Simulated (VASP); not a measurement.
Input of a VASP 6.6.1 run:

File INCAR:

```
PREC = Accurate ; ENCUT = 520
EDIFF = 1E-8 ; ISMEAR = -1
SIGMA = 0.02 ; LREAL = False
LASPH = True ; NELM = 120
ALGO = Normal ; ISIF = 2
LWAVE = False ; LCHARG = False
GGA = PS ; LEFG = True
NBANDS = 15 ; GGA_COMPAT = False
```

The input KPOINTS:

```
Automatic mesh
0
Gamma
  9 9 9
```

Contents of POSCAR:

```
TaN
1.0
    0.0000000000      2.1862392558      2.1862392558
    2.1862392558      0.0000000000      2.1862392558
    2.1862392558      2.1862392558      0.0000000000
Ta N
1 1
Direct
    0.5000000000      0.5000000000      0.5000000000
    0.0000000000      0.0000000000      0.0000000000
```

Potentials or basis: VASP PAW PBE potentials, release 64 (Ta_pv, N).

Run with:

```sh
$ cat potpaw_PBE.64/Ta_pv/POTCAR potpaw_PBE.64/N/POTCAR > POTCAR
$ mpirun -np 1 vasp_std > vasp.out
```

Predict the band gap on the k mesh.

zero (band 8 reaches 11.17 eV, above the bottom of band 9 at 7.39 eV).

What does it give for the pressure?

1.7 GPa.

Caveat: without QUAD_EFG the Cq values of the log hold for a quadrupole moment of 1 mb, not for the nuclei; the PAW data sets were made with another functional, which shifts forces and pressure a little; spin-orbit coupling is left out, which moves the levels of the heavy elements.
